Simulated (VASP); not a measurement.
CrN2: single point with PBEsol

The system is CrN2.

```
Cr N
1.0
     3.90179    0.00000    0.00000
     0.00000    4.80951    0.00000
     0.00000    0.00000    2.78417
Cr N
2 4
Direct
  0.00000 0.00000 0.00000
  0.50000 0.50000 0.50000
  0.86617 0.58878 0.00000
  0.13383 0.41123 0.00000
  0.36617 0.91122 0.50000
  0.63383 0.08878 0.50000
```

```yaml
Program: VASP 6.6.1
Task: single point
Functional: PBEsol
Potentials_or_basis: VASP PAW PBE potentials, release 64 (Cr_pv, N)
Cutoff: 520 eV
k_mesh: 6 × 5 × 8
Occupations: fermi-dirac, width 0.05 eV
Spin: collinear spin, ferromagnetic start
Starting_moments: "[1.5, 1.5, 0.0, 0.0, 0.0, 0.0] μB"
Fixed_moment: 3 μB
```

```json
{
  "Pressure": "-12.9 GPa",
  "Largest force": "0.102 eV/Å",
  "Net moment": "3.00 μB per cell",
  "Site moments": "Cr +1.68; N -0.11 μB",
  "Valence electrons inside the program's atomic spheres": "Cr 10.87; N 3.74"
}
```

Forces on the atoms (eV/Å):
```
Cr   0.000  0.000  0.000
Cr   0.000  0.000  0.000
N   -0.096  0.034  0.000
N    0.096 -0.034  0.000
N   -0.096 -0.034  0.000
N    0.096  0.034  0.000
```

Stress tensor (GPa, compression positive):
```
-10.42   0.00   0.00
  0.00 -14.96   0.00
  0.00   0.00 -13.22
```

Run time: 97 s on 1 thread of Intel(R) Xeon(R) 6975P-C (Granite Rapids) (shared host), peak memory 0.28 GiB.

Caveat: the PAW data sets were made with another functional, which shifts forces and pressure a little; the total moment is fixed, so each spin has its own Fermi level; only a ferromagnetic start was run, and an antiferromagnetic order may lie lower in energy.
